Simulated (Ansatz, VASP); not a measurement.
YTi2: VASP beside Ansatz

```
CELL_PARAMETERS angstrom
0.00000 4.01421 4.01421
4.01421 0.00000 4.01421
4.01421 4.01421 0.00000
ATOMIC_POSITIONS crystal
Y 0.12500 0.12500 0.12500
Y 0.87500 0.87500 0.87500
Ti 0.50000 0.50000 0.50000
Ti 0.50000 0.50000 0.00000
Ti 0.50000 0.00000 0.50000
Ti 0.00000 0.50000 0.50000
```

Alike in both runs: task single point; functional PBEsol; k mesh 7 × 7 × 7; occupations fermi-dirac, width 0.05 eV; no spin polarisation.

```csv
,VASP,Ansatz
version,VASP 6.6.1,Ansatz 0.2.0
potentials or method,"VASP PAW PBE potentials, release 64 (Y_sv, Ti_sv), cutoff 520 eV","all-electron LAPW, scalar-relativistic"
```

Ansatz gave:

| Item | Value |
| --- | --- |
| pressure (GPa) | 0.0 |

Question: Which values does VASP return?

Answer: Pressure (GPa): -0.3.

VASP's potentials were made for PBE, not for PBEsol. Ansatz ran all-electron here, and VASP with PAW potentials.
